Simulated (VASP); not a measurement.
# Ti (Im-3m) in VASP: single point with PBE

Aim: the single point of Ti with PBE.

Program: VASP 6.6.1. These are calculated values, not measurements. Logs are shortened: lines on timing, memory, paths and dates and some standing lists are left out, and cuts for length are marked.

## Step 1: The cell of the first run

Symmetry: Im-3m, No. 229, cubic system. Conventional cell: a = 3.282 Å, b = 3.282 Å, c = 3.282 Å, α = 90.00°, β = 90.00°, γ = 90.00°. Within 3.7 Å of Ti (site symmetry m-3m) lie 14 Ti at 2.84 to 3.28 Å.

## Step 2: Single point, PBE

INCAR reads:

```
ALGO = Normal
EDIFF = 1E-6
ENCUT = 500
GGA = PE
GGA_COMPAT = F
ISIF = 2
ISMEAR = 0
LASPH = T
LCHARG = F
LREAL = F
LWAVE = F
NBANDS = 12
NELM = 120
PREC = Accurate
SIGMA = 0.1
```

KPOINTS reads:

```
k-points
0
Gamma
  8 8 8
```

POSCAR reads:

```
Ti
1.0
   -1.6410000000      1.6410000000      1.6410000000
    1.6410000000     -1.6410000000      1.6410000000
    1.6410000000      1.6410000000     -1.6410000000
Ti
1
Direct
    0.0000000000      0.0000000000      0.0000000000
```

Potentials or basis: VASP PAW PBE potentials, release 64 (Ti_sv).

Started as:

```console
cat potpaw_PBE.64/Ti_sv/POTCAR > POTCAR
mpirun -np 1 vasp_std > vasp.out
```

OUTCAR:

```text
EDIFF = 1E-6
   ENCUT = 500
   GGA = PE
   ISIF = 2
   ISMEAR = 0
   LASPH = T
   LREAL = F
   NELM = 120
   PREC = Accurate

 ion  position               nearest neighbor table
   1  0.000  0.000  0.000-

  LATTYP: Found a body centered cubic cell.
 ALAT       =     3.2820000000

  Lattice vectors:

 A1 = (  -1.6410000000,   1.6410000000,   1.6410000000)
 A2 = (   1.6410000000,  -1.6410000000,   1.6410000000)
 A3 = (   1.6410000000,   1.6410000000,  -1.6410000000)

Analysis of symmetry for initial positions (statically):
=====================================================================
 Subroutine PRICEL returns:
 Original cell was already a primitive cell.

 Routine SETGRP: Setting up the symmetry group for a
 body centered cubic supercell.

 Subroutine GETGRP returns: Found 48 space group operations
 (whereof 48 operations were pure point group operations)
 out of a pool of 48 trial point group operations.

The static configuration has the point symmetry O_h .

Analysis of symmetry for dynamics (positions and initial velocities):
=====================================================================
 Subroutine PRICEL returns:
 Original cell was already a primitive cell.

 Routine SETGRP: Setting up the symmetry group for a
 body centered cubic supercell.

 Subroutine GETGRP returns: Found 48 space group operations
 (whereof 48 operations were pure point group operations)
 out of a pool of 48 trial point group operations.

The dynamic configuration has the point symmetry O_h .

 Subroutine INISYM returns: Found 48 space group operations
 (whereof 48 operations are pure point group operations),
 and found     1 'primitive' translations

----------------------------------------------------------------------------------------

                                     Primitive cell

  volume of cell :      17.6761

  direct lattice vectors                    reciprocal lattice vectors
    -1.641000000  1.641000000  1.641000000     0.000000000  0.304692261  0.304692261
     1.641000000 -1.641000000  1.641000000     0.304692261  0.000000000  0.304692261
     1.641000000  1.641000000 -1.641000000     0.304692261  0.304692261  0.000000000

  length of vectors
     2.842295375  2.842295375  2.842295375     0.430899928  0.430899928  0.430899928

  position of ions in fractional coordinates (direct lattice)
     0.000000000  0.000000000  0.000000000

  ion indices of the primitive-cell ions
[... 81 lines left out ...]
   ISYM   =      2    0-nonsym 1-usesym 2-fastsym
   POTIM  = 0.5000    time-step for ionic-motion
   TEBEG  =    0.0;   TEEND  =   0.0 temperature during run
   PSTRESS=    0.0 pullay stress
   NELECT =      12.0000    total number of electrons
   NUPDOWN=      -1.0000    fix difference up-down
   EMIN   =  10.00;   EMAX   =-10.00  energy-range for DOS
   EFERMI =   0.00;   METHOD = LEGACY
   ISMEAR =     0;   SIGMA  =   0.10  broadening in eV -4-tet -1-fermi 0-gaus
   EFERMI_NEDOS =   21; number of points for ismear=-14 and -15
   IALGO  =     38    algorithm
   IMIX   =      4    mixing-type and parameters
     AMIX     =   0.40;   BMIX     =  1.00
     AMIX_MAG =   1.60;   BMIX_MAG =  1.00
  volume/ion in A,a.u.               =      17.68       119.28
  Fermi-wavevector in a.u.,A,eV,Ry     =   1.438821  2.718977 28.166848  2.070205
  Thomas-Fermi vector in A             =   2.557745
   LORBIT       =      0    0 simple, 1 ext, 2 COOP (PROOUT), +10 PAW based schemes
   GGA     = PE    functional components
   LHFCALC =     F    Hartree Fock is set to
   AEXX    =    0.0000 exact exchange contribution
   IVDW    =     0    specifies the selected vdW correction
   LEPSILON=     F    determine dielectric tensor
   LRPA    =     F    only Hartree local field effects (RPA)
 non-spin polarized calculation
 Gauss-broadening in eV      SIGMA  =   0.10
  energy-cutoff  :      500.00
  volume of cell :       17.68
 maximum number of plane-waves:       466
 NGX is ok and might be reduce to    24
   NGX = 11   NGY = 11   NGZ = 11

 number of electron      12.0000001 magnetization

 Free energy of the ion-electron system (eV)
  ---------------------------------------------------
  ext. energy  EPLUGINS =         0.00000000
  ---------------------------------------------------
  free energy    TOTEN  =        -7.72853516 eV

  energy without entropy =       -7.71664768  energy(sigma->0) =       -7.72259142

 E-fermi :   7.9090     XC(G=0): -11.4102

 val. band max:        7.8882465033   @ k =  -0.3750   0.3750   0.1250
 cond. band min:       7.9476593603   @ k =   0.5000   0.5000   0.1250
 fundamental gap:      0.0594128571
 Fermi energy:         7.9089716095

 k-point     1 :       0.0000    0.0000    0.0000
  band No.  band energies     occupation
      1     -48.6514      2.00000
      2     -24.5283      2.00000
      3     -24.5283      2.00000
      4     -24.5283      2.00000
      5       1.9902      2.00000
      6       8.8836      0.00000
      7       8.8836      0.00000
      8       8.8836      0.00000
      9      10.6032      0.00000
     10      10.6032      0.00000
     11      25.1905      0.00000
     12      25.1905      0.00000
[... 331 lines left out ...]
 k-point    24 :      -0.3750    0.3750    0.2500
  band No.  band energies     occupation
      1     -48.5018      2.00000
      2     -24.9973      2.00000
      3     -24.8171      2.00000
      4     -24.7589      2.00000
      5       6.1679      2.00000
      6       7.1233      2.00000
      7       9.1925      0.00000
      8       9.6737      0.00000
      9      11.2384      0.00000
     10      12.2717      0.00000
     11      18.8834      0.00000
     12      20.7049      0.00000

 [... further k-points ...]

------------------------ aborting loop because EDIFF is reached ----------------------------------------

  FORCE on cell =-STRESS in cart. coord.  units (eV):
  Direction    XX          YY          ZZ          XY          YZ          ZX
  --------------------------------------------------------------------------------------
  -------------------------------------------------------------------------------------
  Total       -0.3240169     -0.3240169     -0.3240169      0.0000000      0.0000000      0.0000000
  in kB      -29.3692302    -29.3692302    -29.3692302      0.0000000      0.0000000      0.0000000
  external PRESSURE =     -29.3692302 kB  Pullay stress =       0.0000000 kB

 VOLUME and BASIS-vectors are now :
 -----------------------------------------------------------------------------
  energy-cutoff  :      500.00
  volume of cell :       17.68
      direct lattice vectors                 reciprocal lattice vectors
    -1.641000000  1.641000000  1.641000000     0.000000000  0.304692261  0.304692261
     1.641000000 -1.641000000  1.641000000     0.304692261  0.000000000  0.304692261
     1.641000000  1.641000000 -1.641000000     0.304692261  0.304692261  0.000000000

 POSITION                                       TOTAL-FORCE (eV/Angst)
 -----------------------------------------------------------------------------------
      0.00000      0.00000      0.00000         0.000000      0.000000      0.000000
 -----------------------------------------------------------------------------------
    total drift:                                0.000000      0.000000     -0.000000

  FREE ENERGIE OF THE ION-ELECTRON SYSTEM (eV)
  ---------------------------------------------------
  free  energy   TOTEN  =        -7.7285351645 eV

  energy  without entropy=       -7.7166476843  energy(sigma->0) =       -7.72259142
```

OSZICAR:

```text
N       E                     dE             d eps       ncg     rms          rms(c)
DAV:   1     0.843630330006E+02    0.84363E+02   -0.64089E+03   696   0.118E+03
DAV:   2    -0.477904467161E+01   -0.89142E+02   -0.86521E+02   704   0.288E+02
DAV:   3    -0.871573379407E+01   -0.39367E+01   -0.39021E+01   976   0.625E+01
DAV:   4    -0.879662000331E+01   -0.80886E-01   -0.80815E-01   776   0.811E+00
DAV:   5    -0.879847322707E+01   -0.18532E-02   -0.18532E-02   832   0.113E+00    0.815E+00
DAV:   6    -0.771896659146E+01    0.10795E+01   -0.25880E+00   752   0.227E+01    0.202E+00
DAV:   7    -0.771911894873E+01   -0.15236E-03   -0.63116E-02   804   0.256E+00    0.124E+00
DAV:   8    -0.772811378901E+01   -0.89948E-02   -0.34196E-02   756   0.199E+00    0.880E-02
DAV:   9    -0.772851404486E+01   -0.40026E-03   -0.17212E-03   824   0.343E-01    0.641E-02
DAV:  10    -0.772855464588E+01   -0.40601E-04   -0.20613E-04   744   0.133E-01    0.152E-02
DAV:  11    -0.772853365189E+01    0.20994E-04   -0.23187E-05   808   0.666E-02    0.685E-03
DAV:  12    -0.772853480118E+01   -0.11493E-05   -0.11385E-06   640   0.124E-02    0.701E-04
DAV:  13    -0.772853516450E+01   -0.36333E-06   -0.30836E-07   396   0.393E-03
   1 F= -.77285352E+01 E0= -.77225914E+01  d E =-.118875E-01
```

Run time: 3.8 s. Hardware: 1 thread of Intel Xeon Platinum 8488C (Sapphire Rapids), shared host; peak memory 0.13 GiB.

What came out:

| Item | Value |
| --- | --- |
| Free energy | -7.7285 eV |
| Pressure | -2.9 GPa |
| Band gap on the k mesh | zero (band 6 reaches 8.88 eV, above the bottom of band 7 at 7.31 eV) |

Levels at points of the mesh, in eV from the Fermi level:
| k point | band 2 | band 3 | band 4 | band 5 | band 6 | band 7 | band 8 | band 9 | band 10 | band 11 |
| --- | --- | --- | --- | --- | --- | --- | --- | --- | --- | --- |
| (0.00, 0.00, 0.00) | -32.44 | -32.44 | -32.44 | -5.92 | 0.97 | 0.97 | 0.97 | 2.69 | 2.69 | 17.28 |
| (0.50, 0.00, 0.00) | -33.07 | -32.64 | -32.44 | -2.41 | -0.38 | 1.08 | 2.68 | 3.02 | 4.17 | 8.58 |
| (0.50, 0.50, 0.50) | -32.87 | -32.87 | -32.87 | -2.04 | -2.04 | 3.83 | 3.83 | 3.83 | 8.23 | 8.23 |
